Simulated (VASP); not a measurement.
# Cr (P6_3/mmc) in VASP: single point with PBEsol

Aim: the single point of Cr with PBEsol.

Program: VASP 6.6.1. These are calculated values, not measurements. Logs are shortened: lines on timing, memory, paths and dates and some standing lists are left out, and cuts for length are marked.

## 1. The cell of the first run

The structure is hexagonal, space group P6_3/mmc (No. 194). The conventional cell has a = 2.473 Å, b = 2.473 Å, c = 12.994 Å, α = 90.00°, β = 90.00°, γ = 120.00°. Cr (site symmetry -6m2) has 12 Cr at 2.47 to 2.60 Å within 3.3 Å. Cr (site symmetry 3m) has 12 Cr at 2.47 to 2.60 Å within 3.3 Å.

This isn't the form of Cr at room conditions, which is bcc.

## 2. Single point, PBEsol

INCAR

```
SYSTEM = Cr
PREC = Accurate
ENCUT = 520
EDIFF = 1E-7
ISMEAR = 0
SIGMA = 0.1
LREAL = .False.
LASPH = .True.
NELM = 80
ALGO = Fast
ISIF = 2
LWAVE = .False.
LCHARG = .True.
GGA = PS
LELF = .True.
LVHAR = .True.
NBANDS = 45
```

KPOINTS

```
regular mesh
0
Gamma
  33 33 8
  0 0 0
```

POSCAR

```
Cr
1.0
    2.4726405465      0.0000000000      0.0000000000
   -1.2363202733      2.1413695277      0.0000000000
    0.0000000000      0.0000000000     12.9942296321
Cr
6
Direct
    0.0000000000      0.0000000000      0.0000000000
    0.3333333333      0.6666666667      0.1671406188
    0.6666666667      0.3333333333      0.3328593812
    0.0000000000      0.0000000000      0.5000000000
    0.6666666667      0.3333333333      0.6671406188
    0.3333333333      0.6666666667      0.8328593812
```

Potentials or basis: VASP PAW PBE potentials, release 64 (Cr_pv).

Run with:

```
> cat potpaw_PBE.64/Cr_pv/POTCAR > POTCAR
> mpirun -np 1 vasp_std > vasp.out
```

OUTCAR:

```text
SYSTEM = Cr
   PREC = Accurate
   ENCUT = 520
   EDIFF = 1E-7
   ISMEAR = 0
   LREAL = .False.
   LASPH = .True.
   NELM = 80
   ISIF = 2
   GGA = PS

 ion  position               nearest neighbor table
   1  0.000  0.000  0.000-   2 2.60   6 2.60   2 2.60   6 2.60   2 2.60   6 2.60
   2  0.333  0.667  0.167-   3 2.58   3 2.58   3 2.58   1 2.60   1 2.60   1 2.60
   3  0.667  0.333  0.333-   2 2.58   2 2.58   2 2.58   4 2.60   4 2.60   4 2.60
   4  0.000  0.000  0.500-   3 2.60   5 2.60   3 2.60   5 2.60   3 2.60   5 2.60
   5  0.667  0.333  0.667-   6 2.58   6 2.58   6 2.58   4 2.60   4 2.60   4 2.60
   6  0.333  0.667  0.833-   5 2.58   5 2.58   5 2.58   1 2.60   1 2.60   1 2.60

  LATTYP: Found a hexagonal cell.
 ALAT       =     2.4726405465
 C/A-ratio  =     5.2552036528

  Lattice vectors:

 A1 = (   2.4726405465,   0.0000000000,   0.0000000000)
 A2 = (  -1.2363202733,   2.1413695277,   0.0000000000)
 A3 = (   0.0000000000,   0.0000000000,  12.9942296321)

Analysis of symmetry for initial positions (statically):
=====================================================================
 Subroutine PRICEL returns:
 Original cell was already a primitive cell.

 Routine SETGRP: Setting up the symmetry group for a
 hexagonal supercell.

 Subroutine GETGRP returns: Found 24 space group operations
 (whereof 12 operations were pure point group operations)
 out of a pool of 24 trial point group operations.

The static configuration has the point symmetry D_3h.
 The point group associated with its full space group is D_6h.

Analysis of symmetry for dynamics (positions and initial velocities):
=====================================================================
 Subroutine PRICEL returns:
 Original cell was already a primitive cell.

 Routine SETGRP: Setting up the symmetry group for a
 hexagonal supercell.

 Subroutine GETGRP returns: Found 24 space group operations
 (whereof 12 operations were pure point group operations)
 out of a pool of 24 trial point group operations.

The dynamic configuration has the point symmetry D_3h.
 The point group associated with its full space group is D_6h.

 Subroutine INISYM returns: Found 24 space group operations
 (whereof 12 operations are pure point group operations),
 and found     1 'primitive' translations

----------------------------------------------------------------------------------------

                                     Primitive cell
[... 96 lines left out ...]
   LASPH  =      T    aspherical Exc in radial PAW
   ENCUT  =  520.0 eV  38.22 Ry    6.18 a.u.   4.60  4.60 24.16*2*pi/ulx,y,z
   NELM   =     80;   NELMIN=  2; NELMDL= -5     # of ELM steps
   EDIFF  = 0.1E-06   stopping-criterion for ELM
   LREAL  =      F    real-space projection
   EDIFFG = 0.1E-05   stopping-criterion for IOM
   NSW    =      0    number of steps for IOM
   IBRION =     -1    ionic relax: 0-MD 1-quasi-New 2-CG
   NFREE  =      0    steps in history (QN), initial steepest desc. (CG)
   ISIF   =      2    stress and relaxation
   ISYM   =      2    0-nonsym 1-usesym 2-fastsym
   POTIM  = 0.5000    time-step for ionic-motion
   TEBEG  =    0.0;   TEEND  =   0.0 temperature during run
   PSTRESS=    0.0 pullay stress
   NELECT =      72.0000    total number of electrons
   NUPDOWN=      -1.0000    fix difference up-down
   EMIN   =  10.00;   EMAX   =-10.00  energy-range for DOS
   EFERMI =   0.00;   METHOD = LEGACY
   ISMEAR =     0;   SIGMA  =   0.10  broadening in eV -4-tet -1-fermi 0-gaus
   EFERMI_NEDOS =   21; number of points for ismear=-14 and -15
   IALGO  =     68    algorithm
   IMIX   =      4    mixing-type and parameters
     AMIX     =   0.40;   BMIX     =  1.00
     AMIX_MAG =   1.60;   BMIX_MAG =  1.00
  volume/ion in A,a.u.               =      11.47        77.38
  Fermi-wavevector in a.u.,A,eV,Ry     =   1.662078  3.140871 37.586118  2.762502
  Thomas-Fermi vector in A             =   2.749030
   LORBIT       =      0    0 simple, 1 ext, 2 COOP (PROOUT), +10 PAW based schemes
   GGA     = PS    functional components
   LHFCALC =     F    Hartree Fock is set to
   AEXX    =    0.0000 exact exchange contribution
   IVDW    =     0    specifies the selected vdW correction
   LEPSILON=     F    determine dielectric tensor
   LRPA    =     F    only Hartree local field effects (RPA)
 non-spin polarized calculation
 RMM-DIIS sequential band-by-band and
 Gauss-broadening in eV      SIGMA  =   0.10
  energy-cutoff  :      520.00
  volume of cell :       68.80
 maximum number of plane-waves:      1884
   NGX =  9   NGY =  9   NGZ = 49

 number of electron      71.9999952 magnetization

 Free energy of the ion-electron system (eV)
  ---------------------------------------------------
  ext. energy  EPLUGINS =         0.00000000
  ---------------------------------------------------
  free energy    TOTEN  =       -59.05613839 eV

  energy without entropy =      -59.01056416  energy(sigma->0) =      -59.03335128

 E-fermi :  10.7317     XC(G=0): -13.8584

 val. band max:       10.7315364408   @ k =   0.3333   0.1515   0.2500
 cond. band min:      10.7327261711   @ k =   0.3030   0.0606   0.3750
 fundamental gap:      0.0011897303
 Fermi energy:        10.7317296889

 k-point     1 :       0.0000    0.0000    0.0000
  band No.  band energies     occupation
      1     -32.4182      2.00000
      2     -32.2250      2.00000
      3     -32.2187      2.00000
      4     -31.8277      2.00000
      5     -31.8080      2.00000
      6     -31.6097      2.00000
[... 1141 lines left out ...]
     44      11.8187      0.00000
     45      12.0556      0.00000

 [... further k-points ...]
[... 5 lines left out ...]
  --------------------------------------------------------------------------------------
  -------------------------------------------------------------------------------------
  Total       -0.2463671     -0.2463671     -0.1741048      0.0000000      0.0000000     -0.0000000
  in kB       -5.7370708     -5.7370708     -4.0543218      0.0000000      0.0000000     -0.0000000
  external PRESSURE =      -5.1761544 kB  Pullay stress =       0.0000000 kB

 VOLUME and BASIS-vectors are now :
 -----------------------------------------------------------------------------
  energy-cutoff  :      520.00
  volume of cell :       68.80
      direct lattice vectors                 reciprocal lattice vectors
     2.472640547  0.000000000  0.000000000     0.404425949  0.233495431  0.000000000
    -1.236320273  2.141369528  0.000000000     0.000000000  0.466990861  0.000000000
     0.000000000  0.000000000 12.994229632     0.000000000  0.000000000  0.076957236

 POSITION                                       TOTAL-FORCE (eV/Angst)
 -----------------------------------------------------------------------------------
      0.00000      0.00000      0.00000        -0.000000      0.000000      0.000000
     -0.00000      1.42758      2.17186         0.000000      0.000000     -0.000309
      1.23632      0.71379      4.32525        -0.000000     -0.000000      0.000309
      0.00000      0.00000      6.49711         0.000000     -0.000000      0.000000
      1.23632      0.71379      8.66898        -0.000000      0.000000     -0.000309
     -0.00000      1.42758     10.82237         0.000000     -0.000000      0.000309
 -----------------------------------------------------------------------------------
    total drift:                                0.000000     -0.000000      0.000000

  FREE ENERGIE OF THE ION-ELECTRON SYSTEM (eV)
  ---------------------------------------------------
  free  energy   TOTEN  =       -59.0561383930 eV

  energy  without entropy=      -59.0105641632  energy(sigma->0) =      -59.03335128
```

stdout:

```text
POSCAR found type information on POSCAR Cr
 POSCAR found :  1 types and       6 ions
 scaLAPACK will be used
 -----------------------------------------------------------------------------
|                                                                             |
|                                                                             |
|     You enforced a specific xc type in the INCAR file but a different       |
|     I HOPE YOU KNOW WHAT YOU ARE DOING!                                     |
|                                                                             |
 -----------------------------------------------------------------------------

 LDA part: xc-table for (Slater+PW92), standard interpolation
 POSCAR, INCAR and KPOINTS ok, starting setup
 FFT: planning ... GRIDC
 FFT: planning ... GRID_SOFT
 FFT: planning ... GRID
 WAVECAR not read
 entering main loop
```

It took 50 min on 1 thread of Oxide Virtual Turin-like, shared host; peak memory 1 GiB.

Results:

```
Free energy            : -59.0561 eV
Pressure               : -0.5 GPa
Band gap on the k mesh : zero (bands 36 and 37 overlap by 0.94 eV)
```

Caveat: the PAW data sets were made with another functional, which shifts forces and pressure a little; the run has no spin polarisation, though such a crystal can be magnetic. Spin polarisation is off, so any magnetic state and its effect on volume and gap are missing.
